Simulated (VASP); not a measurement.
# CoSi2: band structure with LDA+U

The system is CoSi2.

```
Co Si
1.0
     0.00000    2.67800    2.67800
     2.67800    0.00000    2.67800
     2.67800    2.67800    0.00000
Co Si
1 2
Direct
  0.00000 0.00000 0.00000
  0.75000 0.75000 0.75000
  0.25000 0.25000 0.25000
```

```
Program                : VASP 6.6.1
Task                   : band structure
Functional             : LDA
Potentials or basis    : VASP PAW LDA potentials, release 64 (Co, Si)
Cutoff                 : 540 eV
k mesh                 : 14 × 14 × 14
Occupations            : methfessel-paxton, width 0.05 eV
Spin                   : collinear spin, ferromagnetic start
Starting moments       : [2.0, 0.0, 0.0] μB
Hubbard terms          : Co d U = 4 eV
Tolerance level        : standard
Purpose                : bands
Route                  : KPOINTS_OPT
Further INCAR settings : ALGO = Normal; EDIFF = 1e-07; NBANDS = 37
```

```
Pressure                                              : -12.8 GPa
Band gap along the path                               : zero within the smearing
Net moment                                            : 0.00 μB per cell
Valence electrons inside the program's atomic spheres : Co 9.03; Si 1.59
```

Levels at the corners of the path, in eV from the Fermi level:
Spin up:
| point | band 5 | band 6 | band 7 | band 8 | band 9 | band 10 | band 11 | band 12 | band 13 | band 14 |
| --- | --- | --- | --- | --- | --- | --- | --- | --- | --- | --- |
| Γ | -2.34 | -2.34 | 0.75 | 3.42 | 3.42 | 3.42 | 3.70 | 3.70 | 3.70 | 5.72 |
| X | -3.47 | -2.14 | -2.14 | -2.13 | -1.81 | 1.50 | 2.87 | 8.72 | 9.52 | 9.52 |
| X | -3.47 | -2.14 | -2.14 | -2.13 | -1.81 | 1.50 | 2.87 | 8.72 | 9.52 | 9.52 |
| W | -2.39 | -2.39 | -2.14 | -1.88 | -1.00 | 3.66 | 3.66 | 5.90 | 6.73 | 9.45 |
| W | -2.39 | -2.39 | -2.14 | -1.88 | -1.00 | 3.66 | 3.66 | 5.90 | 6.73 | 9.45 |
| K | -3.40 | -2.40 | -1.92 | -1.52 | -1.28 | 1.89 | 5.03 | 5.90 | 7.59 | 9.98 |
| K | -3.40 | -2.40 | -1.92 | -1.52 | -1.28 | 1.89 | 5.03 | 5.90 | 7.59 | 9.98 |
| Γ | -2.34 | -2.34 | 0.75 | 3.42 | 3.42 | 3.42 | 3.70 | 3.70 | 3.70 | 5.72 |
| Γ | -2.34 | -2.34 | 0.75 | 3.42 | 3.42 | 3.42 | 3.70 | 3.70 | 3.70 | 5.72 |
| L | -2.26 | -1.99 | -1.99 | -0.28 | -0.28 | 2.71 | 3.36 | 3.36 | 4.38 | 10.53 |
| L | -2.26 | -1.99 | -1.99 | -0.28 | -0.28 | 2.71 | 3.36 | 3.36 | 4.38 | 10.53 |
| U | -3.40 | -2.40 | -1.92 | -1.52 | -1.28 | 1.89 | 5.03 | 5.90 | 7.59 | 9.98 |
| U | -3.40 | -2.40 | -1.92 | -1.52 | -1.28 | 1.89 | 5.03 | 5.90 | 7.59 | 9.98 |
| W | -2.39 | -2.39 | -2.14 | -1.88 | -1.00 | 3.66 | 3.66 | 5.90 | 6.73 | 9.45 |
| W | -2.39 | -2.39 | -2.14 | -1.88 | -1.00 | 3.66 | 3.66 | 5.90 | 6.73 | 9.45 |
| L | -2.26 | -1.99 | -1.99 | -0.28 | -0.28 | 2.71 | 3.36 | 3.36 | 4.38 | 10.53 |
| L | -2.26 | -1.99 | -1.99 | -0.28 | -0.28 | 2.71 | 3.36 | 3.36 | 4.38 | 10.53 |
| K | -3.40 | -2.40 | -1.92 | -1.52 | -1.28 | 1.89 | 5.03 | 5.90 | 7.59 | 9.98 |
| U | -3.40 | -2.40 | -1.92 | -1.52 | -1.28 | 1.89 | 5.03 | 5.90 | 7.59 | 9.98 |
| X | -3.47 | -2.14 | -2.14 | -2.13 | -1.81 | 1.50 | 2.87 | 8.72 | 9.52 | 9.52 |
Spin down:
```tsv
point	band 7	band 8	band 9	band 10	band 11	band 12
Γ	0.75	3.42	3.42	3.42	3.70	3.70
X	-2.14	-2.13	-1.81	1.50	2.87	8.72
X	-2.14	-2.13	-1.81	1.50	2.87	8.72
W	-2.14	-1.88	-1.00	3.66	3.66	5.90
W	-2.14	-1.88	-1.00	3.66	3.66	5.90
K	-1.92	-1.52	-1.28	1.89	5.03	5.90
K	-1.92	-1.52	-1.28	1.89	5.03	5.90
Γ	0.75	3.42	3.42	3.42	3.70	3.70
Γ	0.75	3.42	3.42	3.42	3.70	3.70
L	-1.99	-0.28	-0.28	2.71	3.36	3.36
L	-1.99	-0.28	-0.28	2.71	3.36	3.36
U	-1.92	-1.52	-1.28	1.89	5.03	5.90
U	-1.92	-1.52	-1.28	1.89	5.03	5.90
W	-2.14	-1.88	-1.00	3.66	3.66	5.90
W	-2.14	-1.88	-1.00	3.66	3.66	5.90
L	-1.99	-0.28	-0.28	2.71	3.36	3.36
L	-1.99	-0.28	-0.28	2.71	3.36	3.36
K	-1.92	-1.52	-1.28	1.89	5.03	5.90
U	-1.92	-1.52	-1.28	1.89	5.03	5.90
X	-2.14	-2.13	-1.81	1.50	2.87	8.72
```

Run time: 18 min on 1 thread of Intel(R) Xeon(R) Platinum 8375C CPU @ 2.90GHz (Ice Lake), on a shared host, peak memory 0.46 GiB.

Caveat: the cell stands under tension; the moments typed at the start vanished in this run; the U is typed as a test and isn't derived for this compound. The state reached can hang on the start; a lower one may exist.
